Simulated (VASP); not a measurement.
## C: single point with BLYP

The system is C.

```xyz
2
Lattice="0.0000 1.8183 1.8183 1.8183 0.0000 1.8183 1.8183 1.8183 0.0000" Properties=species:S:1:pos:R:3 pbc="T T T"
C     2.7275    2.7275    2.7275
C     1.8183    1.8183    1.8183
```

```yaml
Program: VASP 6.6.1
Task: single point
Functional: BLYP
Potentials_or_basis: VASP PAW PBE potentials, release 64 (C)
Cutoff: 520 eV
k_mesh: 13 × 13 × 13
Occupations: fermi-dirac, width 0.05 eV
Spin: no spin polarisation
Dipole_correction: no
Further_INCAR_settings: ALGO = Normal; EDIFF = 1e-07; NBANDS = 11
```

* Pressure: -11.9 GPa
* Band gap on the k mesh: 4.33 eV, indirect (least direct gap 5.57 eV)

Levels at points of the mesh, in eV from the valence-band top:
```tsv
k point	band 1	band 2	band 3	band 4	band 5	band 6	band 7	band 8
(0.00, 0.00, 0.00)	-20.44	0.00	0.00	0.00	5.57	5.57	5.57	12.11
```

It took 9.4 s on 1 thread of Intel(R) Xeon(R) Platinum 8375C CPU @ 2.90GHz (Ice Lake), with other jobs on the host, peak memory 0.12 GiB.

Caveat: the PAW data sets were made with another functional, which shifts forces and pressure a little. A k mesh can miss the band edges.
